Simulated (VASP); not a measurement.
# Cu3N (Pm-3m) in VASP: single point with r2SCAN

Aim: the single point of Cu3N with r2SCAN.

Program: VASP 6.6.1. These are calculated values, not measurements. Logs are shortened: lines on timing, memory, paths and dates and some standing lists are left out, and cuts for length are marked.

**1. The cell of the first run**

It takes space group Pm-3m (No. 221, cubic). The conventional cell has a = 3.858 Å, b = 3.858 Å, c = 3.858 Å, α = 90.00°, β = 90.00°, γ = 90.00°. Cu (site symmetry 4/mmm) has 2 N at 1.93 Å within 2.6 Å. N (site symmetry m-3m) has 6 Cu at 1.93 Å within 2.6 Å.

**2. Single point, r2SCAN**

The input, POSCAR:

```
Cu3N
1.0
    3.8584250000      0.0000000000      0.0000000000
    0.0000000000      3.8584250000      0.0000000000
    0.0000000000      0.0000000000      3.8584250000
Cu N
3 1
Direct
    0.5000000000      0.0000000000      0.0000000000
    0.0000000000      0.5000000000      0.0000000000
    0.0000000000      0.0000000000      0.5000000000
    0.0000000000      0.0000000000      0.0000000000
```

The input, INCAR.step1:

```
SYSTEM = Cu3N
ALGO = Normal
EDIFF = 1E-5
ENCUT = 660
GGA = PE
GGA_COMPAT = .False.
ISMEAR = -1
LASPH = .True.
LCHARG = .False.
LREAL = .False.
LWAVE = .True.
NBANDS = 27
NELM = 120
PREC = Accurate
SIGMA = 0.1
```

The input, INCAR.step2:

```
SYSTEM = Cu3N
ALGO = Normal
EDIFF = 1E-6
ENCUT = 660
GGA_COMPAT = .False.
ISIF = 2
ISMEAR = -1
ISTART = 1
LASPH = .True.
LCHARG = .True.
LELF = .True.
LMIXTAU = .True.
LREAL = .False.
LVHAR = .True.
LWAVE = .False.
METAGGA = R2SCAN
NBANDS = 27
NELM = 120
PREC = Accurate
SIGMA = 0.1
```

The input, KPOINTS:

```
k-points
0
Gamma
  7 7 7
  0 0 0
```

Potentials or basis: VASP PAW PBE potentials, release 64 (Cu, N).

On the command line:

```
> cat potpaw_PBE.64/Cu/POTCAR potpaw_PBE.64/N/POTCAR > POTCAR
> cp INCAR.step1 INCAR
> mpirun -np 1 vasp_std > vasp.out
> cp INCAR.step2 INCAR
> mpirun -np 1 vasp_std > vasp.out
```

OUTCAR:

```text
SYSTEM = Cu3N
   EDIFF = 1E-6
   ENCUT = 660
   ISIF = 2
   ISMEAR = -1
   ISTART = 1
   LASPH = .True.
   LREAL = .False.
   METAGGA = R2SCAN
   NELM = 120
   PREC = Accurate

 ion  position               nearest neighbor table
   1  0.500  0.000  0.000-   4 1.93   4 1.93   2 2.73   3 2.73   2 2.73   2 2.73   3 2.73   3 2.73
                             3 2.73   2 2.73
   2  0.000  0.500  0.000-   4 1.93   4 1.93   1 2.73   3 2.73   1 2.73   3 2.73   3 2.73   3 2.73
                             1 2.73   1 2.73
   3  0.000  0.000  0.500-   4 1.93   4 1.93   1 2.73   1 2.73   2 2.73   2 2.73   2 2.73   2 2.73
                             1 2.73   1 2.73
   4  0.000  0.000  0.000-   1 1.93   2 1.93   3 1.93   3 1.93   2 1.93   1 1.93

  LATTYP: Found a simple cubic cell.
 ALAT       =     3.8584250000

  Lattice vectors:

 A1 = (   3.8584250000,   0.0000000000,   0.0000000000)
 A2 = (   0.0000000000,   3.8584250000,   0.0000000000)
 A3 = (   0.0000000000,   0.0000000000,   3.8584250000)

Analysis of symmetry for initial positions (statically):
=====================================================================
 Subroutine PRICEL returns:
 Original cell was already a primitive cell.

 Routine SETGRP: Setting up the symmetry group for a
 simple cubic supercell.

 Subroutine GETGRP returns: Found 48 space group operations
 (whereof 48 operations were pure point group operations)
 out of a pool of 48 trial point group operations.

The static configuration has the point symmetry O_h .

Analysis of symmetry for dynamics (positions and initial velocities):
=====================================================================
 Subroutine PRICEL returns:
 Original cell was already a primitive cell.

 Routine SETGRP: Setting up the symmetry group for a
 simple cubic supercell.

 Subroutine GETGRP returns: Found 48 space group operations
 (whereof 48 operations were pure point group operations)
 out of a pool of 48 trial point group operations.

The dynamic configuration has the point symmetry O_h .

 Subroutine INISYM returns: Found 48 space group operations
 (whereof 48 operations are pure point group operations),
 and found     1 'primitive' translations

----------------------------------------------------------------------------------------

                                     Primitive cell

  volume of cell :      57.4421

  direct lattice vectors                    reciprocal lattice vectors
     3.858425000  0.000000000  0.000000000     0.259173108  0.000000000  0.000000000
     0.000000000  3.858425000  0.000000000     0.000000000  0.259173108  0.000000000
     0.000000000  0.000000000  3.858425000     0.000000000  0.000000000  0.259173108

  length of vectors
     3.858425000  3.858425000  3.858425000     0.259173108  0.259173108  0.259173108

  position of ions in fractional coordinates (direct lattice)
     0.500000000  0.000000000  0.000000000
     0.000000000  0.500000000  0.000000000
     0.000000000  0.000000000  0.500000000
     0.000000000  0.000000000  0.000000000

  ion indices of the primitive-cell ions
   primitive index   ion index
                 1           1
                 2           2
                 3           3
                 4           4

----------------------------------------------------------------------------------------

 KPOINTS: k-points

Automatic generation of k-mesh.
 Grid dimensions read from file:
 generate k-points for:    7    7    7

 Generating k-lattice:

  Cartesian coordinates                     Fractional coordinates (reciprocal lattice)
     0.037024730  0.000000000  0.000000000     0.142857143  0.000000000  0.000000000
     0.000000000  0.037024730  0.000000000     0.000000000  0.142857143  0.000000000
     0.000000000  0.000000000  0.037024730     0.000000000  0.000000000  0.142857143

  Length of vectors
     0.037024730  0.037024730  0.037024730

  Shift w.r.t. Gamma in fractional coordinates (k-lattice)
     0.000000000  0.000000000  0.000000000

 Subroutine IBZKPT returns following result:
 ===========================================

 Found     20 irreducible k-points:

 Following reciprocal coordinates:
            Coordinates               Weight
  0.000000  0.000000  0.000000      1.000000
  0.142857  0.000000  0.000000      6.000000
  0.285714  0.000000  0.000000      6.000000
  0.428571  0.000000  0.000000      6.000000
  0.142857  0.142857  0.000000     12.000000
  0.285714  0.142857  0.000000     24.000000
[... 12 lines left out ...]
  0.428571  0.428571  0.285714     24.000000
  0.428571  0.428571  0.428571      8.000000
   k-points           NKPTS =     20   k-points in BZ     NKDIM =     20   number of bands    NBANDS=     27
   number of dos      NEDOS =    301   number of ions     NIONS =      4
   total plane-waves  NPLWV =  32768
   dimension x,y,z NGX =    32 NGY =   32 NGZ =   32
   dimension x,y,z NGXF=    64 NGYF=   64 NGZF=   64
   ions per type =               3   1
   NGX,Y,Z   is equivalent  to a cutoff of  13.79, 13.79, 13.79 a.u.
   NGXF,Y,Z  is equivalent  to a cutoff of  27.58, 27.58, 27.58 a.u.
 SYSTEM =  Cu3N
   PREC   = accura    normal or accurate (medium, high low for compatibility)
   ISTART =      1    job   : 0-new  1-cont  2-samecut
   ICHARG =      0    charge: 1-file 2-atom 10-const
   ISPIN  =      1    spin polarized calculation?
   LNONCOLLINEAR =      F non collinear calculations
   LSORBIT =      F    spin-orbit coupling
   LASPH  =      T    aspherical Exc in radial PAW
   ENCUT  =  660.0 eV  48.51 Ry    6.96 a.u.   8.08  8.08  8.08*2*pi/ulx,y,z
   NELM   =    120;   NELMIN=  2; NELMDL=  0     # of ELM steps
   EDIFF  = 0.1E-05   stopping-criterion for ELM
   LREAL  =      F    real-space projection
   EDIFFG = 0.1E-04   stopping-criterion for IOM
   NSW    =      0    number of steps for IOM
   IBRION =     -1    ionic relax: 0-MD 1-quasi-New 2-CG
   NFREE  =      0    steps in history (QN), initial steepest desc. (CG)
   ISIF   =      2    stress and relaxation
   ISYM   =      2    0-nonsym 1-usesym 2-fastsym
   POTIM  = 0.5000    time-step for ionic-motion
   TEBEG  =    0.0;   TEEND  =   0.0 temperature during run
   PSTRESS=    0.0 pullay stress
   NELECT =      38.0000    total number of electrons
   NUPDOWN=      -1.0000    fix difference up-down
   EMIN   =  10.00;   EMAX   =-10.00  energy-range for DOS
   EFERMI =   0.00;   METHOD = LEGACY
   ISMEAR =    -1;   SIGMA  =   0.10  broadening in eV -4-tet -1-fermi 0-gaus
   EFERMI_NEDOS =   21; number of points for ismear=-14 and -15
   IALGO  =     38    algorithm
   IMIX   =      4    mixing-type and parameters
     AMIX     =   0.40;   BMIX     =  1.00
     AMIX_MAG =   1.60;   BMIX_MAG =  1.00
  volume/ion in A,a.u.               =      14.36        96.91
  Fermi-wavevector in a.u.,A,eV,Ry     =   1.426459  2.695617 27.684935  2.034785
  Thomas-Fermi vector in A             =   2.546734
   LORBIT       =      0    0 simple, 1 ext, 2 COOP (PROOUT), +10 PAW based schemes
   METAGGA = R2SCAN    functional components
   LHFCALC =     F    Hartree Fock is set to
   AEXX    =    0.0000 exact exchange contribution
   IVDW    =     0    specifies the selected vdW correction
   LEPSILON=     F    determine dielectric tensor
   LRPA    =     F    only Hartree local field effects (RPA)
 non-spin polarized calculation
  energy-cutoff  :      660.00
  volume of cell :       57.44
 maximum number of plane-waves:      2248
   NGX = 17   NGY = 17   NGZ = 17

 number of electron      37.9999980 magnetization

 Free energy of the ion-electron system (eV)
  ---------------------------------------------------
  ext. energy  EPLUGINS =         0.00000000
  ---------------------------------------------------
  free energy    TOTEN  =       -40.67148996 eV

  energy without entropy =      -40.67074261  energy(sigma->0) =      -40.67111629

 E-fermi :   4.7968     XC(G=0): -11.2321

 val. band max:        4.1837282517   @ k =   0.4286   0.4286   0.4286
 cond. band min:       5.3455014430   @ k =   0.4286   0.4286   0.0000
 fundamental gap:      1.1617731912
 Fermi energy:         4.7967904639

 k-point     1 :       0.0000    0.0000    0.0000
  band No.  band energies     occupation
      1     -12.9947      2.00000
      2      -0.6535      2.00000
      3      -0.2950      2.00000
      4      -0.2950      2.00000
      5      -0.2950      2.00000
      6       0.6421      2.00000
[... 19 lines left out ...]
     26      16.9823      0.00000
     27      16.9823      0.00000

 k-point     2 :       0.1429    0.0000    0.0000
  band No.  band energies     occupation
      1     -12.9279      2.00000
      2      -1.1196      2.00000
      3      -0.4969      2.00000
      4      -0.4969      2.00000
      5      -0.3407      2.00000
      6       0.6616      2.00000
[... 19 lines left out ...]
     26      15.8558      0.00000
     27      16.1355      0.00000

 k-point     3 :       0.2857    0.0000    0.0000
  band No.  band energies     occupation
      1     -12.7701      2.00000
      2      -2.1627      2.00000
      3      -0.7993      2.00000
      4      -0.7993      2.00000
      5       0.0430      2.00000
      6       0.7079      2.00000
[... 19 lines left out ...]
     26      14.0252      0.00000
     27      14.9016      0.00000

 k-point     4 :       0.4286    0.0000    0.0000
  band No.  band energies     occupation
      1     -12.6349      2.00000
      2      -2.8432      2.00000
      3      -0.9795      2.00000
      4      -0.9795      2.00000
      5       0.5476      2.00000
      6       0.7475      2.00000
[... 19 lines left out ...]
     26      14.1350      0.00000
     27      14.1350      0.00000
[... 396 lines left out ...]
      4      -2.4687      2.00000
      5       1.0885      2.00000
      6       1.2576      2.00000
[... 19 lines left out ...]
     26      13.6115      0.00000
     27      18.2684      0.00000

 k-point    19 :       0.4286    0.4286    0.2857
  band No.  band energies     occupation
      1     -12.0338      2.00000
      2      -3.0649      2.00000
      3      -3.0596      2.00000
      4      -2.5615      2.00000
      5       1.0305      2.00000
      6       1.3972      2.00000
[... 19 lines left out ...]
     26      12.6283      0.00000
     27      17.4119      0.00000

 k-point    20 :       0.4286    0.4286    0.4286
  band No.  band energies     occupation
      1     -11.8914      2.00000
      2      -3.1215      2.00000
      3      -3.1215      2.00000
      4      -3.1100      2.00000
      5       0.9288      2.00000
      6       1.4612      2.00000
[... 19 lines left out ...]
     26      12.5747      0.00000
     27      16.2936      0.00000

------------------------ aborting loop because EDIFF is reached ----------------------------------------

  FORCE on cell =-STRESS in cart. coord.  units (eV):
  Direction    XX          YY          ZZ          XY          YZ          ZX
  --------------------------------------------------------------------------------------
  -------------------------------------------------------------------------------------
  Total       -2.0662451     -2.0662451     -2.0662451     -0.0000000     -0.0000000      0.0000000
  in kB      -57.6318049    -57.6318049    -57.6318049     -0.0000000     -0.0000000      0.0000000
  external PRESSURE =     -57.6318049 kB  Pullay stress =       0.0000000 kB

 VOLUME and BASIS-vectors are now :
 -----------------------------------------------------------------------------
  energy-cutoff  :      660.00
  volume of cell :       57.44
      direct lattice vectors                 reciprocal lattice vectors
     3.858425000  0.000000000  0.000000000     0.259173108  0.000000000  0.000000000
     0.000000000  3.858425000  0.000000000     0.000000000  0.259173108  0.000000000
     0.000000000  0.000000000  3.858425000     0.000000000  0.000000000  0.259173108

 POSITION                                       TOTAL-FORCE (eV/Angst)
 -----------------------------------------------------------------------------------
      1.92921      0.00000      0.00000         0.000000      0.000000      0.000000
      0.00000      1.92921      0.00000         0.000000      0.000000      0.000000
      0.00000      0.00000      1.92921         0.000000      0.000000      0.000000
      0.00000      0.00000      0.00000         0.000000      0.000000      0.000000
 -----------------------------------------------------------------------------------
    total drift:                                0.000000      0.000000     -0.000000

  FREE ENERGIE OF THE ION-ELECTRON SYSTEM (eV)
  ---------------------------------------------------
  free  energy   TOTEN  =       -40.6714899592 eV

  energy  without entropy=      -40.6707426144  energy(sigma->0) =      -40.67111629
```

Run time: 3.6 min. Hardware: 1 thread of AMD EPYC, shared host; peak memory 0.17 GiB.

What came out:

```
Free energy            : -40.6715 eV
Pressure               : -5.8 GPa
Band gap on the k mesh : 1.16 eV, indirect (least direct gap 1.59 eV)
```

Levels at points of the mesh, in eV from the valence-band top:
```csv
k point,band 15,band 16,band 17,band 18,band 19,band 20,band 21,band 22,band 23,band 24
"(0.00, 0.00, 0.00)",-2.12,-1.63,-1.63,-1.63,-1.56,1.26,5.73,5.73,7.16,7.16
```

Caveat: the PAW data sets were made with another functional, which shifts forces and pressure a little. r2SCAN opens gaps a little over a GGA but as a rule still falls short of measured ones.
